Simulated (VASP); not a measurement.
# TaN (P-6m2) in VASP: notebook, part 2 of 2

VASP 6.6.1.

### Step 3. Single point, PBEsol

File INCAR:

```
SYSTEM = TaN
ALGO = Normal
EDIFF = 1E-6
ENCUT = 520
GGA = PS
ISIF = 2
ISMEAR = -1
LASPH = .True.
LCHARG = .False.
LREAL = .False.
LWAVE = .False.
NBANDS = 15
NELM = 80
PREC = Accurate
SIGMA = 0.05
```

File KPOINTS:

```
k-points
0
Gamma
  13 13 12
  0 0 0
```

File POSCAR:

```
TaN
1.0
    2.8988266667      0.0000000000      0.0000000000
   -1.4494133333      2.5104578933      0.0000000000
    0.0000000000      0.0000000000      2.9614453981
Ta N
1 1
Direct
    0.3333333333      0.6666666667      0.5000000000
    0.0000000000      0.0000000000      0.0000000000
```

Potentials or basis: VASP PAW PBE potentials, release 64 (Ta_pv, N).

Launch:

```sh
cat potpaw_PBE.64/Ta_pv/POTCAR potpaw_PBE.64/N/POTCAR > POTCAR
mpirun -np 1 vasp_std > vasp.out
```

OUTCAR:

```text
SYSTEM = TaN
   EDIFF = 1E-6
   ENCUT = 520
   GGA = PS
   ISIF = 2
   ISMEAR = -1
   LASPH = .True.
   LREAL = .False.
   NELM = 80
   PREC = Accurate

 ion  position               nearest neighbor table
   1  0.333  0.667  0.500-   2 2.23   2 2.23   2 2.23   2 2.23   2 2.23   2 2.23
   2  0.000  0.000  0.000-   1 2.23   1 2.23   1 2.23   1 2.23   1 2.23   1 2.23

  LATTYP: Found a hexagonal cell.
 ALAT       =     2.8988266667
 C/A-ratio  =     1.0216014059

  Lattice vectors:

 A1 = (   2.8988266667,   0.0000000000,   0.0000000000)
 A2 = (  -1.4494133333,   2.5104578933,   0.0000000000)
 A3 = (   0.0000000000,   0.0000000000,   2.9614453981)

Analysis of symmetry for initial positions (statically):
=====================================================================
 Subroutine PRICEL returns:
 Original cell was already a primitive cell.

 Routine SETGRP: Setting up the symmetry group for a
 hexagonal supercell.

 Subroutine GETGRP returns: Found 12 space group operations
 (whereof 12 operations were pure point group operations)
 out of a pool of 24 trial point group operations.

The static configuration has the point symmetry D_3h.

[... 168 lines left out ...]
  band No.  band energies     occupation
      1     -26.8046      2.00000
      2     -26.3915      2.00000
      3     -26.3915      2.00000
      4      -9.6004      2.00000
      5       3.7190      2.00000
      6       3.8476      2.00000
      7       3.8476      2.00000
      8       4.9427      2.00000
      9      10.6467      0.00000
     10      11.4521      0.00000
     11      11.4521      0.00000
     12      11.9965      0.00000
     13      11.9965      0.00000
     14      21.0449      0.00000
[... 401 lines left out ...]
      2     -26.6511      2.00000
      3     -26.4446      2.00000
      4      -9.0000      2.00000
      5       2.6511      2.00000
      6       3.4234      2.00000
      7       4.2078      2.00000
      8       5.1609      2.00000
      9      10.4032      0.00000
     10      10.7037      0.00000
     11      11.9418      0.00000
     12      12.5466      0.00000
     13      13.0432      0.00000
     14      21.0136      0.00000
     15      21.4597      0.00000

 [... further k-points ...]
[... 5 lines left out ...]
  --------------------------------------------------------------------------------------
  -------------------------------------------------------------------------------------
  Total        0.4889145      0.4889146     -2.9261827      0.0000000      0.0000000      0.0000000
  in kB       36.3466661     36.3466765   -217.5369815      0.0000000      0.0000000      0.0000000
  external PRESSURE =     -48.2812130 kB  Pullay stress =       0.0000000 kB

 VOLUME and BASIS-vectors are now :
 -----------------------------------------------------------------------------
  energy-cutoff  :      520.00
  volume of cell :       21.55
      direct lattice vectors                 reciprocal lattice vectors
     2.898826667  0.000000000  0.000000000     0.344967159  0.199166854  0.000000000
    -1.449413333  2.510457893  0.000000000     0.000000000  0.398333707  0.000000000
     0.000000000  0.000000000  2.961445398     0.000000000  0.000000000  0.337672949

 POSITION                                       TOTAL-FORCE (eV/Angst)
 -----------------------------------------------------------------------------------
     -0.00000      1.67364      1.48072        -0.000000      0.000000      0.000000
      0.00000      0.00000      0.00000         0.000000      0.000000      0.000000
 -----------------------------------------------------------------------------------
    total drift:                                0.000000      0.000004     -0.000000

  FREE ENERGIE OF THE ION-ELECTRON SYSTEM (eV)
  ---------------------------------------------------
  free  energy   TOTEN  =       -23.7570712406 eV

  energy  without entropy=      -23.7563751198  energy(sigma->0) =      -23.75672318
```

Wall time 15 s (1 thread of Intel Xeon 6975P-C (Granite Rapids), shared host); peak memory 0.17 GiB.

What came out:

```yaml
Free_energy: -23.7571 eV
Pressure: -4.8 GPa
Band_gap_on_the_k_mesh: zero (band 8 reaches 8.32 eV, above the bottom of band 9 at 7.93 eV)
```

Levels at points of the mesh, in eV from the Fermi level:
| k point | band 6 | band 7 | band 8 | band 9 | band 10 | band 11 |
| --- | --- | --- | --- | --- | --- | --- |
| (0.00, 0.00, 0.00) | -4.25 | -4.25 | -3.16 | 2.55 | 3.35 | 3.35 |
| (0.00, 0.00, 0.50) | -3.42 | -3.42 | -0.17 | -0.17 | 1.81 | 3.55 |

Caveat: the PAW data sets were made with another functional, which shifts forces and pressure a little; spin-orbit coupling is left out, which moves the levels of the heavy elements.

### Step 4. Single point, PBEsol

This run uses another cell than the first one, of the same volume but with other edges.

File INCAR:

```
SYSTEM = TaN
PREC = Accurate
ENCUT = 520
EDIFF = 1E-6
ISMEAR = -1
SIGMA = 0.05
LREAL = .False.
LASPH = .True.
NELM = 80
ALGO = Normal
ISIF = 2
LWAVE = .False.
LCHARG = .True.
GGA = PS
LELF = .True.
LVHAR = .True.
NBANDS = 15
```

File KPOINTS:

```
regular mesh
0
Gamma
  13 13 12
  0 0 0
```

File POSCAR:

```
TaN
1.0
    2.9184133333      0.0000000000      0.0000000000
   -1.4592066667      2.5274204467      0.0000000000
    0.0000000000      0.0000000000      2.9218278456
Ta N
1 1
Direct
    0.3333333333      0.6666666667      0.5000000000
    0.0000000000      0.0000000000      0.0000000000
```

Launch:

```sh
cat potpaw_PBE.64/Ta_pv/POTCAR potpaw_PBE.64/N/POTCAR > POTCAR
mpirun -np 1 vasp_std > vasp.out
```

Run time: 16 s. Hardware: 1 thread of Intel Xeon 6975P-C (Granite Rapids), shared host; peak memory 0.17 GiB.

The run converged. Its results:

```
Free energy            : -23.7916 eV
Pressure               : -4.5 GPa
Band gap on the k mesh : zero (band 8 reaches 8.31 eV, above the bottom of band 9 at 7.96 eV)
```

Stress tensor (GPa, compression positive):
```
 -0.30   0.00   0.00
  0.00  -0.30   0.00
  0.00   0.00 -13.01
```

Levels at points of the mesh, in eV from the Fermi level:
```tsv
k point	band 5	band 6	band 7	band 8	band 9	band 10	band 11	band 12
(0.00, 0.00, 0.00)	-4.41	-4.41	-4.30	-3.04	2.37	3.47	3.47	3.93
(0.00, 0.00, 0.50)	-9.41	-3.58	-3.58	-0.14	-0.14	2.14	3.43	3.43
```

Caveat: the PAW data sets were made with another functional, which shifts forces and pressure a little; spin-orbit coupling is left out, which moves the levels of the heavy elements.

### Step 5. Summary

```tsv
cell	gap on the mesh (eV)	pressure (GPa)
a = 2.879, b = 2.879, c = 3.002 Å, angles 90.0, 90.0, 120.0°, 2 atoms	none	-5.0
a = 2.899, b = 2.899, c = 2.961 Å, angles 90.0, 90.0, 120.0°, 2 atoms	none	-4.8
a = 2.918, b = 2.918, c = 2.922 Å, angles 90.0, 90.0, 120.0°, 2 atoms	none	-4.5
```

Alike in all rows: task single point; level PBEsol; potentials or basis VASP PAW PBE potentials, release 64 (Ta_pv, N); no spin polarisation; k mesh 13 × 13 × 12; cutoff (eV) 520; smearing fermi-dirac 0.05 eV.

Caveats: the PAW data sets were made with another functional, which shifts forces and pressure a little; spin-orbit coupling is left out, which moves the levels of the heavy elements.

Total energies depend on the potentials used, so only differences within one code and one set of settings carry meaning.
